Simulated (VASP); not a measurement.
Here is a VASP 6.6.1 calculation.

The input INCAR:

```
PREC = Accurate ; ENCUT = 520
EDIFF = 1E-6 ; ISMEAR = 0
SIGMA = 0.05 ; LREAL = F
LASPH = T ; NELM = 60
ALGO = Normal ; ISIF = 2
LWAVE = F ; LCHARG = F
GGA = PE ; NBANDS = 16
```

KPOINTS

```
regular mesh
0
Gamma
  6 6 6
```

File POSCAR:

```
SrLiH3
1.0
    4.8623305500      0.0000000000      0.0000000000
    0.0000000000      4.8623305500      0.0000000000
    0.0000000000      0.0000000000      4.8623305500
Li Sr H
1 1 3
Direct
    0.0000000000      0.0000000000      0.0000000000
    0.5000000000      0.5000000000      0.5000000000
    0.0000000000      0.5000000000      0.5000000000
    0.5000000000      0.0000000000      0.5000000000
    0.5000000000      0.5000000000      0.0000000000
```

Potentials or basis: VASP PAW PBE potentials, release 64 (Li_sv, Sr_sv, H).

Command:

```console
$ cat potpaw_PBE.64/Li_sv/POTCAR potpaw_PBE.64/Sr_sv/POTCAR potpaw_PBE.64/H/POTCAR > POTCAR
$ mpirun -np 1 vasp_std > vasp.out
```

Task: What does it give for the band gap on the k mesh?

Result: 1.99 eV (least direct gap 2.33 eV).

Caveat: the cell differs from its parent crystal (strain +0.050 along x and y, +0.050 along z). A k mesh can miss the band edges.
